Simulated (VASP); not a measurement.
**ZnS (rocksalt type): electric field gradients with PBE**

ZnS (rocksalt type):

```
Zn S
1.0
     0.00000    2.59357    2.59357
     2.59357    0.00000    2.59357
     2.59357    2.59357    0.00000
Zn S
1 1
Direct
  0.00000 0.00000 0.00000
  0.50000 0.50000 0.50000
```

This cell differs from its parent crystal: volume scaled by 1.05.

```yaml
Program: VASP 6.6.1
Task: electric field gradients
Functional: PBE
Potentials_or_basis: VASP PAW PBE potentials, release 64 (Zn, S)
Cutoff: 520 eV
k_mesh: 15 × 15 × 15
Occupations: fermi-dirac, width 0.05 eV
Spin: no spin polarisation
Dipole_correction: no
Further_INCAR_settings: ALGO = Normal; EDIFF = 1e-08; NBANDS = 16
```

```json
{
 "Pressure": "-3.6 GPa",
 "Band gap on the k mesh": "zero (band 9 reaches 3.30 eV, above the bottom of band 10 at 3.07 eV)"
}
```

Levels at points of the mesh, in eV from the Fermi level:
| k point | band 7 | band 8 | band 9 | band 10 | band 11 | band 12 |
| --- | --- | --- | --- | --- | --- | --- |
| (0.00, 0.00, 0.00) | -0.59 | -0.59 | -0.59 | 1.39 | 9.01 | 9.01 |

Run time: 33 s on 1 thread of Intel(R) Xeon(R) 6975P-C (Granite Rapids), with other jobs on the host, peak memory 0.19 GiB.

Caveat: without QUAD_EFG the Cq values of the log hold for a quadrupole moment of 1 mb, not for the nuclei.
